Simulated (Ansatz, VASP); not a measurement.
BeTe: VASP beside Ansatz

INCAR

```
PREC     = Accurate       # precision mode
ENCUT    = 600            # plane-wave cutoff, eV
EDIFF    = 1E-6           # SCF threshold, eV
ISMEAR   = 0              # smearing method
SIGMA    = 0.02           # smearing width, eV
LREAL    = F              # projectors in reciprocal space
LASPH    = T              # aspherical terms in the spheres
NELM     = 80             # most SCF steps
ALGO     = Normal         # electronic algorithm
ISIF     = 3              # what is computed and relaxed
LWAVE    = F              # write WAVECAR
LCHARG   = F              # write CHGCAR
GGA      = PE             # functional
IBRION   = 2              # ionic algorithm
NSW      = 80             # ionic steps
EDIFFG   = -0.01          # ionic threshold
```

Contents of KPOINTS:

```
Automatic mesh
0
Gamma
  8 8 8
```

File POSCAR:

```
BeTe
1.0
    0.0000000000      2.7281335890      2.7281335890
    2.7281335890      0.0000000000      2.7281335890
    2.7281335890      2.7281335890      0.0000000000
Be Te
1 1
Direct
    0.0000000000      0.0000000000      0.0000000000
    0.2500000000      0.2500000000      0.2500000000
```

Input for Ansatz:

```yaml
crystal:
  lattice:
    - [0.0, 2.728133589, 2.728133589]
    - [2.728133589, 0.0, 2.728133589]
    - [2.728133589, 2.728133589, 0.0]
  atoms:
    - { symbol: Be, position: [0.0, 0.0, 0.0] }
    - { symbol: Te, position: [0.25, 0.25, 0.25] }
basis:
  ecutwfc: 420
kpoints:
  mp_grid: { grid: [8, 8, 8] }
hamiltonian:
  xc: pbe
scf:
  occupations: { method: gaussian, width: 0.02 }
output:
  forces: true
  stress: true
  eigenvalues: true
relax:
  adjacent_minimum: "off"
  f_tol: 0.01
  max_steps: 60
  cell: { stress_tol: 0.1 }
```

Alike in both runs: task relaxation of cell and atoms; functional PBE; k mesh 8 × 8 × 8; occupations gaussian, width 0.02 eV; no spin polarisation.

```csv
,VASP,Ansatz
version,VASP 6.6.1,Ansatz 0.2.0
potentials or method,"VASP PAW PBE potentials, release 64 (Be, Te), cutoff 600 eV","scalar-relativistic, plane waves, PAW"
valence electrons in the cell,8,18
```

|  | VASP | Ansatz | Ansatz less VASP |
| --- | --- | --- | --- |
| gap on the k mesh at the Fermi level, each at its own relaxed structure (eV) | 2.02 | 2.03 | +0.009 |
| relaxed volume (Å³/atom) | 22.75 | 22.71 | -0.044 |
| relaxed cell length with the largest relative difference (Å) | 4.007 | 4.005 | -0.0026 |

VASP's potentials hold 8 valence electrons a cell and Ansatz's 18, so a difference there can come from the potentials and not from the codes.

Neither program's run includes spin-orbit coupling.
